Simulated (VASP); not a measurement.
# Na (Pm-3m) in VASP: a series of runs

Runs on Na. Level: PBE. Tasks: relaxation of cell and atoms.

All numbers are computed with VASP 6.6.1; they aren't measurements. Logs are shortened: lines on timing, memory, paths and dates and some standing lists are left out, and cuts for length are marked.

## 1. The cell of the first run

The structure is cubic, space group Pm-3m (No. 221). Conventional cell: a = 3.510 Å, b = 3.510 Å, c = 3.510 Å, α = 90.00°, β = 90.00°, γ = 90.00°. Within 4.6 Å of Na (site symmetry m-3m) lie 6 Na at 3.51 Å.

## 2. Relaxation of cell and atoms, PBE

File INCAR:

```
SYSTEM = Na
PREC = Accurate
ENCUT = 600
EDIFF = 1E-6
ISMEAR = 1
SIGMA = 0.1
LREAL = .False.
LASPH = .True.
NELM = 100
ALGO = Normal
ISIF = 3
LWAVE = .False.
LCHARG = .False.
GGA = PE
IBRION = 2
NSW = 80
EDIFFG = -0.02
```

File KPOINTS:

```
regular mesh
0
Gamma
  12 12 12
  0 0 0
```

File POSCAR:

```
Na
1.0
    3.5100000000      0.0000000000      0.0000000000
    0.0000000000      3.5100000000      0.0000000000
    0.0000000000      0.0000000000      3.5100000000
Na
1
Direct
    0.0000000000      0.0000000000      0.0000000000
```

Potentials or basis: VASP PAW PBE potentials, release 64 (Na_pv).

Run with:

```
$ cat potpaw_PBE.64/Na_pv/POTCAR > POTCAR
$ mpirun -np 1 vasp_std > vasp.out
```

OUTCAR:

```text
SYSTEM = Na
   PREC = Accurate
   ENCUT = 600
   EDIFF = 1E-6
   ISMEAR = 1
   LREAL = .False.
   LASPH = .True.
   NELM = 100
   ISIF = 3
   GGA = PE
   IBRION = 2
   NSW = 80
   EDIFFG = -0.02

 ion  position               nearest neighbor table
   1  0.000  0.000  0.000-

  LATTYP: Found a simple cubic cell.
 ALAT       =     3.5100000000

  Lattice vectors:

 A1 = (   3.5100000000,   0.0000000000,   0.0000000000)
 A2 = (   0.0000000000,   3.5100000000,   0.0000000000)
 A3 = (   0.0000000000,   0.0000000000,   3.5100000000)

Analysis of symmetry for initial positions (statically):
=====================================================================
 Subroutine PRICEL returns:
 Original cell was already a primitive cell.

 Routine SETGRP: Setting up the symmetry group for a
 simple cubic supercell.

 Subroutine GETGRP returns: Found 48 space group operations
 (whereof 48 operations were pure point group operations)
 out of a pool of 48 trial point group operations.

The static configuration has the point symmetry O_h .

Analysis of symmetry for dynamics (positions and initial velocities):
=====================================================================
 Subroutine PRICEL returns:
 Original cell was already a primitive cell.

 Routine SETGRP: Setting up the symmetry group for a
 simple cubic supercell.

 Subroutine GETGRP returns: Found 48 space group operations
 (whereof 48 operations were pure point group operations)
 out of a pool of 48 trial point group operations.

The dynamic configuration has the point symmetry O_h .

 Subroutine INISYM returns: Found 48 space group operations
 (whereof 48 operations are pure point group operations),
 and found     1 'primitive' translations

----------------------------------------------------------------------------------------

                                     Primitive cell

  volume of cell :      43.2436

  direct lattice vectors                    reciprocal lattice vectors
     3.510000000  0.000000000  0.000000000     0.284900285  0.000000000  0.000000000
     0.000000000  3.510000000  0.000000000     0.000000000  0.284900285  0.000000000
     0.000000000  0.000000000  3.510000000     0.000000000  0.000000000  0.284900285

  length of vectors
     3.510000000  3.510000000  3.510000000     0.284900285  0.284900285  0.284900285

  position of ions in fractional coordinates (direct lattice)
     0.000000000  0.000000000  0.000000000

  ion indices of the primitive-cell ions
   primitive index   ion index
                 1           1

----------------------------------------------------------------------------------------

 KPOINTS: regular mesh

Automatic generation of k-mesh.
 Grid dimensions read from file:
 generate k-points for:   12   12   12

 Generating k-lattice:

  Cartesian coordinates                     Fractional coordinates (reciprocal lattice)
     0.023741690  0.000000000  0.000000000     0.083333333  0.000000000  0.000000000
     0.000000000  0.023741690  0.000000000     0.000000000  0.083333333  0.000000000
     0.000000000  0.000000000  0.023741690     0.000000000  0.000000000  0.083333333

  Length of vectors
     0.023741690  0.023741690  0.023741690

  Shift w.r.t. Gamma in fractional coordinates (k-lattice)
     0.000000000  0.000000000  0.000000000

 Subroutine IBZKPT returns following result:
 ===========================================

 Found     84 irreducible k-points:

 Following reciprocal coordinates:
            Coordinates               Weight
  0.000000  0.000000  0.000000      1.000000
  0.083333  0.000000  0.000000      6.000000
  0.166667  0.000000  0.000000      6.000000
  0.250000  0.000000  0.000000      6.000000
  0.333333  0.000000  0.000000      6.000000
  0.416667  0.000000  0.000000      6.000000
[... 16 lines left out ...]
  0.333333  0.333333  0.000000     12.000000
  0.416667  0.333333  0.000000     24.000000
 [... further k-points ...]
   k-points           NKPTS =     84   k-points in BZ     NKDIM =     84   number of bands    NBANDS=      7
   number of dos      NEDOS =    301   number of ions     NIONS =      1
   total plane-waves  NPLWV =  21952
   dimension x,y,z NGX =    28 NGY =   28 NGZ =   28
   dimension x,y,z NGXF=    56 NGYF=   56 NGZF=   56
   ions per type =               1
   NGX,Y,Z   is equivalent  to a cutoff of  13.26, 13.26, 13.26 a.u.
   NGXF,Y,Z  is equivalent  to a cutoff of  26.52, 26.52, 26.52 a.u.
 SYSTEM =  Na
   PREC   = accura    normal or accurate (medium, high low for compatibility)
   ISTART =      0    job   : 0-new  1-cont  2-samecut
   ICHARG =      2    charge: 1-file 2-atom 10-const
   ISPIN  =      1    spin polarized calculation?
   LNONCOLLINEAR =      F non collinear calculations
   LSORBIT =      F    spin-orbit coupling
   LASPH  =      T    aspherical Exc in radial PAW
   ENCUT  =  600.0 eV  44.10 Ry    6.64 a.u.   7.01  7.01  7.01*2*pi/ulx,y,z
   NELM   =    100;   NELMIN=  2; NELMDL= -5     # of ELM steps
   EDIFF  = 0.1E-05   stopping-criterion for ELM
   LREAL  =      F    real-space projection
   EDIFFG = -.2E-01   stopping-criterion for IOM
   NSW    =     80    number of steps for IOM
   IBRION =      2    ionic relax: 0-MD 1-quasi-New 2-CG
   NFREE  =      1    steps in history (QN), initial steepest desc. (CG)
   ISIF   =      3    stress and relaxation
   ISYM   =      2    0-nonsym 1-usesym 2-fastsym
   POTIM  = 0.5000    time-step for ionic-motion
   TEBEG  =    0.0;   TEEND  =   0.0 temperature during run
   PSTRESS=    0.0 pullay stress
   NELECT =       7.0000    total number of electrons
   NUPDOWN=      -1.0000    fix difference up-down
   EMIN   =  10.00;   EMAX   =-10.00  energy-range for DOS
   EFERMI =   0.00;   METHOD = LEGACY
   ISMEAR =     1;   SIGMA  =   0.10  broadening in eV -4-tet -1-fermi 0-gaus
   EFERMI_NEDOS =   21; number of points for ismear=-14 and -15
   IALGO  =     38    algorithm
   IMIX   =      4    mixing-type and parameters
     AMIX     =   0.40;   BMIX     =  1.00
     AMIX_MAG =   1.60;   BMIX_MAG =  1.00
  volume/ion in A,a.u.               =      43.24       291.82
  Fermi-wavevector in a.u.,A,eV,Ry     =   0.892210  1.686032 10.830763  0.796039
  Thomas-Fermi vector in A             =   2.014130
   LORBIT       =      0    0 simple, 1 ext, 2 COOP (PROOUT), +10 PAW based schemes
   GGA     = PE    functional components
   LHFCALC =     F    Hartree Fock is set to
   AEXX    =    0.0000 exact exchange contribution
   IVDW    =     0    specifies the selected vdW correction
   LEPSILON=     F    determine dielectric tensor
   LRPA    =     F    only Hartree local field effects (RPA)
 conjugate gradient relaxation of ions
 non-spin polarized calculation
 Methfessel and Paxton  Order N= 1 SIGMA  =   0.10
  energy-cutoff  :      600.00
  volume of cell :       43.24
 maximum number of plane-waves:      1472
   NGX = 15   NGY = 15   NGZ = 15

--------------------------------------- Ionic step        1  -------------------------------------------

 number of electron       6.9999981 magnetization

 Free energy of the ion-electron system (eV)
  ---------------------------------------------------
  ext. energy  EPLUGINS =         0.00000000
  ---------------------------------------------------
  free energy    TOTEN  =        -1.18666455 eV

  energy without entropy =       -1.18646247  energy(sigma->0) =       -1.18659719

------------------------ aborting loop because EDIFF is reached ----------------------------------------

  FORCE on cell =-STRESS in cart. coord.  units (eV):
  Direction    XX          YY          ZZ          XY          YZ          ZX
  --------------------------------------------------------------------------------------
  -------------------------------------------------------------------------------------
  Total       -0.1231785     -0.1231785     -0.1231785      0.0000000     -0.0000000      0.0000000
  in kB       -4.5637752     -4.5637752     -4.5637752      0.0000000     -0.0000000      0.0000000
  external PRESSURE =      -4.5637752 kB  Pullay stress =       0.0000000 kB
[... 20 lines left out ...]
  energy  without entropy=       -1.1864624710  energy(sigma->0) =       -1.18659719

--------------------------------------- Ionic step        2  -------------------------------------------

 number of electron       6.9999988 magnetization

 E-fermi :  -0.0234     XC(G=0):  -6.1472

 val. band max:       -0.0938471044   @ k =   0.3333   0.2500   0.2500
 cond. band min:      -0.0098521924   @ k =   0.4167   0.2500   0.0833
 fundamental gap:      0.0839949119
 Fermi energy:        -0.0233897922

 k-point     1 :       0.0000    0.0000    0.0000
  band No.  band energies     occupation
      1     -25.1798      2.00000
      2     -25.1798      2.00000
      3     -25.1798      2.00000
      4      -3.0322      2.00000
      5       7.9092      0.00000
      6       7.9092      0.00000
      7       9.0357      0.00000
[... 297 lines left out ...]
  energy  without entropy=       -1.1917716785  energy(sigma->0) =       -1.19190770

--------------------------------------- Ionic step        4  -------------------------------------------

 number of electron       7.0000014 magnetization

 Free energy of the ion-electron system (eV)
  ---------------------------------------------------
  ext. energy  EPLUGINS =         0.00000000
  ---------------------------------------------------
  free energy    TOTEN  =        -1.19210560 eV

  energy without entropy =       -1.19189907  energy(sigma->0) =       -1.19203676

 E-fermi :   0.1712     XC(G=0):  -6.3301

 val. band max:        0.0989785617   @ k =   0.3333   0.2500   0.2500
 cond. band min:       0.1861877410   @ k =   0.4167   0.2500   0.0833
 fundamental gap:      0.0872091794
 Fermi energy:         0.1712368885

 k-point     1 :       0.0000    0.0000    0.0000
  band No.  band energies     occupation
      1     -24.9440      2.00000
      2     -24.9440      2.00000
      3     -24.9440      2.00000
      4      -2.9844      2.00000
      5       8.4051      0.00000
      6       8.4051      0.00000
      7       9.6936      0.00000
[... 258 lines left out ...]
  FREE ENERGIE OF THE ION-ELECTRON SYSTEM (eV)
  ---------------------------------------------------
  free  energy   TOTEN  =        -1.1921056000 eV

  energy  without entropy=       -1.1918990735  energy(sigma->0) =       -1.19203676

 reached required accuracy - stopping structural energy minimisation
```

Run time: 34 s. Hardware: 1 thread of Intel Xeon Platinum 8259CL at 2.50GHz (Skylake/Cascade Lake), shared host; peak memory 0.16 GiB.

What came out:

- Free energy: -1.1921 eV
- Relaxed volume: 39.49 Å³/atom
- Relaxed cell: a = 3.405 Å, b = 3.405 Å, c = 3.405 Å, α = 90.00°, β = 90.00°, γ = 90.00°
- Space group after relaxing (to 0.05 Å): Pm-3m (No. 221)
- Energy gained by relaxing: 5.4 meV/atom
- Ionic steps: 4
- Pressure after relaxing: 0.0 GPa

Step by step:
```csv
step,energy change (eV),largest force (eV/Å),pressure (GPa),volume (Å³)
1,0.0000,0.0000,-0.46,43.24
2,-0.0020,0.0000,-0.38,42.48
3,-0.0053,0.0000,-0.10,40.23
4,-0.0054,0.0000,0.02,39.49
```

Final structure:
```
Na
1.0
     3.40525    0.00000    0.00000
     0.00000    3.40525    0.00000
     0.00000    0.00000    3.40525
Na
1
Direct
  0.00000 0.00000 0.00000
```

Levels at points of the mesh, in eV from the Fermi level:
```tsv
k point	band 1	band 2	band 3	band 4	band 5	band 6
(0.00, 0.00, 0.00)	-25.12	-25.12	-25.12	-3.16	8.23	8.23
(0.50, 0.00, 0.00)	-25.16	-25.11	-25.11	0.04	0.18	10.52
(0.50, 0.50, 0.00)	-25.16	-25.16	-25.11	2.97	2.97	3.18
(0.50, 0.50, 0.50)	-25.15	-25.15	-25.15	5.84	5.84	5.85
```

## 3. Relaxation of cell and atoms, PBE, target pressure 10 GPa, at which the enthalpy is minimised

File INCAR:

```
SYSTEM = Na
ALGO     = Normal         ! electronic algorithm
EDIFF    = 1E-6           ! SCF threshold, eV
EDIFFG   = -0.02          ! ionic threshold
ENCUT    = 600            ! plane-wave cutoff, eV
GGA      = PE             ! functional
IBRION   = 2              ! ionic algorithm
ISIF     = 3              ! what is computed and relaxed
ISMEAR   = 1              ! smearing method
LASPH    = .TRUE.         ! aspherical terms in the spheres
LCHARG   = .FALSE.        ! write CHGCAR
LREAL    = .FALSE.        ! projectors in reciprocal space
LWAVE    = .FALSE.        ! write WAVECAR
NELM     = 80             ! most SCF steps
NSW      = 80             ! ionic steps
PREC     = Accurate       ! precision mode
PSTRESS  = 100.0        
SIGMA    = 0.1            ! smearing width, eV
```

File KPOINTS:

```
k-points
0
G
  12 12 12
  0 0 0
```

POSCAR is that of step 2.

Potentials or basis: VASP PAW PBE potentials, release 64 (Na_pv).

Run with:

```
$ cat potpaw_PBE.64/Na_pv/POTCAR > POTCAR
$ mpirun -np 1 vasp_std > vasp.out
```

Wall time 72 s (1 thread of Intel Xeon Platinum 8259CL at 2.50GHz (Skylake/Cascade Lake), shared host); peak memory 0.17 GiB.

The run converged. Its results:

```yaml
Free_energy: -0.8577 eV
Relaxed_volume: 22.68 Å³/atom
Relaxed_cell: a = 2.830 Å, b = 2.830 Å, c = 2.830 Å, α = 90.00°, β = 90.00°, γ = 90.00°
Space_group_after_relaxing_to_0.05_Å: Pm-3m (No. 221)
Energy_change_on_relaxing_the_enthalpy_is_what_falls: +328.9 meV/atom
Ionic_steps: 14
Pressure_after_relaxing: 9.9 GPa
```

The path:
| step | energy change (eV) | largest force (eV/Å) | pressure (GPa) | volume (Å³) |
| --- | --- | --- | --- | --- |
| 1 | 0.0000 | 0.0000 | -0.46 | 43.24 |
| 2 | 0.1125 | 0.0000 | 4.25 | 27.88 |
| 3 | 0.2637 | 0.0000 | 8.13 | 23.84 |
| 4 | 0.3463 | 0.0000 | 10.28 | 22.40 |
| 5 | 0.3256 | 0.0000 | 9.61 | 22.73 |
| 6 | 0.3258 | 0.0000 | 9.72 | 22.73 |
| 7 | 0.3264 | 0.0000 | 9.79 | 22.72 |
| 8 | 0.3264 | 0.0000 | 9.78 | 22.72 |
| 9 | 0.3265 | 0.0000 | 9.78 | 22.72 |
| 10 | 0.3266 | 0.0000 | 9.77 | 22.72 |
| 11 | 0.3267 | 0.0000 | 9.76 | 22.71 |
| 12 | 0.3270 | 0.0000 | 9.85 | 22.71 |
| 13 | 0.3277 | 0.0000 | 9.82 | 22.70 |
| 14 | 0.3289 | 0.0000 | 9.86 | 22.68 |

Final structure:
```
CELL_PARAMETERS angstrom
2.83048 0.00000 0.00000
0.00000 2.83048 0.00000
0.00000 0.00000 2.83048
ATOMIC_POSITIONS crystal
Na 0.00000 0.00000 0.00000
```

Levels at points of the mesh, in eV from the Fermi level:
| k point | band 1 | band 2 | band 3 | band 4 | band 5 | band 6 | band 7 |
| --- | --- | --- | --- | --- | --- | --- | --- |
| (0.00, 0.00, 0.00) | -25.03 | -25.03 | -25.03 | -4.45 | 10.85 | 10.85 | 13.91 |
| (0.50, 0.00, 0.00) | -25.30 | -25.01 | -25.01 | -0.17 | 0.78 | 14.16 | 16.09 |
| (0.50, 0.50, 0.00) | -25.25 | -25.25 | -24.99 | 3.44 | 4.44 | 4.44 | 6.83 |
| (0.50, 0.50, 0.50) | -25.21 | -25.21 | -25.21 | 7.34 | 7.34 | 7.34 | 9.29 |

Caveat: the cell is relaxed towards a set pressure, so the enthalpy falls and the energy may rise; the volume moved by over 15 % at a fixed basis, so the end points are rough.
